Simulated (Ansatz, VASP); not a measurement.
# Ta3H: VASP beside Ansatz

```
Ta H
1.0
     4.60022    0.00000    0.00000
    -2.30011    3.98391    0.00000
     0.00000    0.00000   22.40177
Ta H
6 2
Direct
  0.66667 0.33333 0.17856
  0.33333 0.66667 0.22047
  0.00000 0.00000 0.26239
  0.66667 0.33333 0.30168
  0.33333 0.66667 0.33854
  0.00000 0.00000 0.37505
  0.25182 0.66667 0.46656
  0.41485 0.66667 0.46656
```

Alike in both runs: task single point; functional LDA; k mesh 6 × 6 × 1; occupations gaussian, width 0.1 eV; no spin polarisation.

|  | VASP | Ansatz |
| --- | --- | --- |
| version | VASP 6.6.1 | Ansatz 0.2.0 |
| potentials or method | VASP PAW LDA potentials, release 64 (Ta_pv, H), cutoff 520 eV | scalar-relativistic, plane waves, PAW |
| valence electrons in the cell | 68 | 80 |

Ansatz gave:

```
gap on the k mesh at the Fermi level (eV) : none
rms of the force components (eV/Å)        : 0.649
```

Problem. Estimate VASP's values.

Solution. gap on the k mesh at the Fermi level (eV): none; rms of the force components (eV/Å): 0.650.

Ansatz warns that its potentials were made for another functional, while VASP's fit it. LDA's correlation is that of Perdew and Zunger in VASP and of Perdew and Wang (1992) in Ansatz. Atom by atom the forces differ by 0.026 eV/Å (rms over components). A gap of «none» marks a metal or a gap that the smearing closes. VASP's potentials hold 68 valence electrons a cell and Ansatz's 80, so a difference there can come from the potentials and not from the codes. Ansatz's warnings: vacuum below fermi.

Spin-orbit coupling is off throughout.
